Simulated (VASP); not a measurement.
A run of VASP 6.6.1 is set up as follows.

The input INCAR:

```
ALGO     = Normal         # electronic algorithm
EDIFF    = 1E-8           # SCF threshold, eV
ENCUT    = 520            # plane-wave cutoff, eV
ISIF     = 2              # what is computed and relaxed
ISMEAR   = -1             # smearing method
LASPH    = T              # aspherical terms in the spheres
LCHARG   = F              # write CHGCAR
LEFG     = T            
LREAL    = F              # projectors in reciprocal space
LWAVE    = F              # write WAVECAR
NBANDS   = 16             # bands
NELM     = 80             # most SCF steps
PREC     = Accurate       # precision mode
SIGMA    = 0.03           # smearing width, eV
```

File KPOINTS:

```
k-points
0
Gamma
  8 8 8
```

File POSCAR:

```
CdSe
1.0
    0.0000000000      3.0088657746      3.0702711986
    3.0088657746      0.0000000000      3.0702711986
    3.0088657746      3.0088657746      0.0000000000
Cd Se
1 1
Direct
    0.0000000000      0.0000000000      0.0000000000
    0.2500000000      0.2500000000      0.2500000000
```

Potentials or basis: VASP PAW LDA potentials, release 64 (Cd, Se).

Command:

```bash
$ cat potpaw_LDA.64/Cd/POTCAR potpaw_LDA.64/Se/POTCAR > POTCAR
$ mpirun -np 1 vasp_std > vasp.out
```

(1) Estimate the pressure.

(2) Estimate the band gap on the k mesh.

Results:

(1) -0.9 GPa.

(2) 0.36 eV, direct.

Caveat: the cell differs from its parent crystal (equal xx and yy strain of -2 %); without QUAD_EFG the Cq values of the log hold for a quadrupole moment of 1 mb, not for the nuclei.
